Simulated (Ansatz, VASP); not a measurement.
# Bi in VASP and in Ansatz

```
Bi
1.0
    -1.93660    1.93660    1.93660
     1.93660   -1.93660    1.93660
     1.93660    1.93660   -1.93660
Bi
1
Direct
  0.00000 0.00000 0.00000
```

Alike in both runs: task single point; functional PBEsol; k mesh 16 × 16 × 16; occupations gaussian, width 0.1 eV; no spin polarisation.

|  | VASP | Ansatz |
| --- | --- | --- |
| version | VASP 6.6.1 | Ansatz 0.2.0 |
| potentials or method | VASP PAW PBE potentials, release 64 (Bi_d), cutoff 500 eV | scalar-relativistic, plane waves, PAW |
| valence electrons in the cell | 15 | 15 |

|  | VASP | Ansatz | Ansatz less VASP |
| --- | --- | --- | --- |
| gap on the k mesh at the Fermi level (eV) | none | none | - |
| pressure (GPa) | 1.9 | 1.9 | +0.04 |

VASP's potentials were made for PBE, not for PBEsol. A gap of «none» marks a metal or a gap that the smearing closes. With one functional, cell and mesh, what is left measures potentials, basis and numerics.

Spin-orbit coupling is off throughout.
